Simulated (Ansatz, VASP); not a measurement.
SiGe2 in VASP and in Ansatz

The input INCAR:

```
SYSTEM = SiGe2
PREC = Accurate ; ENCUT = 520
EDIFF = 1E-6 ; ISMEAR = 0
SIGMA = 0.1 ; LREAL = .False.
LASPH = .True. ; NELM = 80
ALGO = Normal ; ISIF = 2
LWAVE = .False. ; LCHARG = .False.
GGA = PE ; NBANDS = 23
```

KPOINTS

```
Automatic mesh
0
Gamma
  6 6 4
  0 0 0
```

File POSCAR:

```
SiGe2
1.0
    4.1491864800      0.0000000000      0.0000000000
   -2.0745932400      3.5933008900      0.0000000000
    0.0000000000      0.0000000000      4.4255122700
Si Ge
1 2
Direct
    0.0000000000      0.0000000000      0.5000000000
    0.3333333300      0.6666666700      0.5000000000
    0.6666666700      0.3333333300      0.5000000000
```

Input for Ansatz:

```yaml
crystal:
  lattice:
    - [4.14918648, 0.0, 0.0]
    - [-2.07459324, 3.59330089, 0.0]
    - [0.0, 0.0, 4.42551227]
  atoms:
    - { symbol: Si, position: [0.0, 0.0, 0.5] }
    - { symbol: Ge, position: [0.33333333, 0.66666667, 0.5] }
    - { symbol: Ge, position: [0.66666667, 0.33333333, 0.5] }
basis:
  ecutwfc: 420
kpoints:
  mp_grid: { grid: [6, 6, 4] }
hamiltonian:
  xc: pbe
scf:
  occupations: { method: gaussian, width: 0.1 }
  lower_state_search: "off"
output:
  forces: true
  stress: true
  eigenvalues: true
```

Alike in both runs: task single point; functional PBE; k mesh 6 × 6 × 4; occupations gaussian, width 0.1 eV; no spin polarisation.

|  | VASP | Ansatz |
| --- | --- | --- |
| version | VASP 6.6.1 | Ansatz 0.2.0 |
| potentials or method | VASP PAW PBE potentials, release 64 (Si, Ge_d), cutoff 520 eV | scalar-relativistic, plane waves, PAW |
| valence electrons in the cell | 32 | 32 |

```csv
,VASP,Ansatz,Ansatz less VASP
gap on the k mesh at the Fermi level (eV),none,none,-
pressure (GPa),24.6,24.7,+0.06
"traceless stress, the component that is largest in VASP (GPa)",-26.19,-26.20,-0.014
```

A gap of «none» marks a metal or a gap that the smearing closes.
